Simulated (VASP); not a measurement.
Wanted: the native input for a VASP 6.6.1 run.

```
Task                   : single point
Functional             : LDA
Potentials or basis    : VASP PAW LDA potentials, release 64 (Ir)
Cutoff                 : 520 eV
k mesh                 : 22 × 22 × 22
Occupations            : gaussian, width 0.15 eV
Spin                   : no spin polarisation
Dipole correction      : no
Further INCAR settings : ALGO = Normal; EDIFF = 1e-07; NBANDS = 10
```

The structure of Ir lies in POSCAR:

```
Ir
1.0
    0.0000000000      1.9697674167      1.6878936994
    1.9697674167      0.0000000000      1.6878936994
    1.9697674167      1.9697674167      0.0000000000
Ir
1
Direct
    0.0000000000      0.0000000000      0.0000000000
```

This cell differs from its parent crystal: volume 13.098 Å^3 an atom, c/a of the conventional cell 0.8569.

These files were run (other wordings do the same):

INCAR

```
SYSTEM = Ir
PREC = Accurate
ENCUT = 520
EDIFF = 1E-7
ISMEAR = 0
SIGMA = 0.15
LREAL = .FALSE.
LASPH = .TRUE.
NELM = 100
ALGO = Normal
ISIF = 2
LWAVE = .FALSE.
LCHARG = .FALSE.
NBANDS = 10
```

KPOINTS

```
Automatic mesh
0
G
  22 22 22
  0 0 0
```

Potentials or basis: VASP PAW LDA potentials, release 64 (Ir).

Command:

```bash
$ cat potpaw_LDA.64/Ir/POTCAR > POTCAR
$ mpirun -np 1 vasp_std > vasp.out
```

Results of the run:

```
Pressure : 34.2 GPa
```

It took 56 s on 1 thread of Intel(R) Xeon(R) 6975P-C (Granite Rapids), with other jobs on the host, peak memory 0.22 GiB.
